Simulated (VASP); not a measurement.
Write the native input for VASP 6.6.1 that does the following.

```
Task                   : single point
Functional             : PBEsol
Dispersion             : D3(BJ)
Potentials or basis    : VASP PAW PBE potentials, release 64 (Ta_pv, N)
Cutoff                 : 600 eV
k mesh                 : 10 × 10 × 8
Occupations            : gaussian, width 0.05 eV
Spin                   : collinear spin, ferromagnetic start
Starting moments       : [0.05, 0.0] μB
Dipole correction      : no
Further INCAR settings : ALGO = Normal; EDIFF = 1e-06; NBANDS = 19
```

The structure of TaN lies in POSCAR:

```
TaN
1.0
    2.9243057489      0.0000000000      0.0000000000
   -1.4621528745      2.5325230670      0.0000000000
    0.0000000000      0.0000000000      2.8707762883
Ta N
1 1
Direct
    0.3333333333      0.6666666667      0.5000000000
    0.0000000000      0.0000000000      0.0000000000
```

This cell differs from its parent crystal: volume scaled by 1.02.

These files were run (other wordings do the same):

INCAR

```
PREC = Accurate ; ENCUT = 600
EDIFF = 1E-6 ; ISMEAR = 0
SIGMA = 0.05 ; LREAL = F
LASPH = T ; NELM = 200
ALGO = Normal ; ISIF = 2
LWAVE = F ; LCHARG = T
ISPIN = 2 ; MAGMOM = 0.05 0
LORBIT = 11 ; LMAXMIX = 4
GGA = PS ; IVDW = 12
LELF = T ; LVHAR = T
NBANDS = 19 ; GGA_COMPAT = F
```

KPOINTS

```
Automatic mesh
0
Gamma
  10 10 8
```

Potentials or basis: VASP PAW PBE potentials, release 64 (Ta_pv, N).

Run with:

```sh
$ cat potpaw_PBE.64/Ta_pv/POTCAR potpaw_PBE.64/N/POTCAR > POTCAR
$ mpirun -np 1 vasp_std > vasp.out
```

Results of the run:

| Item | Value |
| --- | --- |
| Pressure | -6.5 GPa |
| Band gap on the k mesh | zero (filled and empty bands overlap) |
| Net moment | 0.00 μB per cell |
| Valence electrons inside the program's atomic spheres | Ta 9.04; N 3.71 |
| Dispersion energy per atom | -0.466 eV |

Caveat: the PAW data sets were made with another functional, which shifts forces and pressure a little; spin-orbit coupling is left out, which moves the levels of the heavy elements; pairwise dispersion overbinds metals, which lowers pressure and volume.

Wall time 57 s on 1 thread of Intel Xeon 8259CL, on a shared host, peak memory 0.2 GiB.
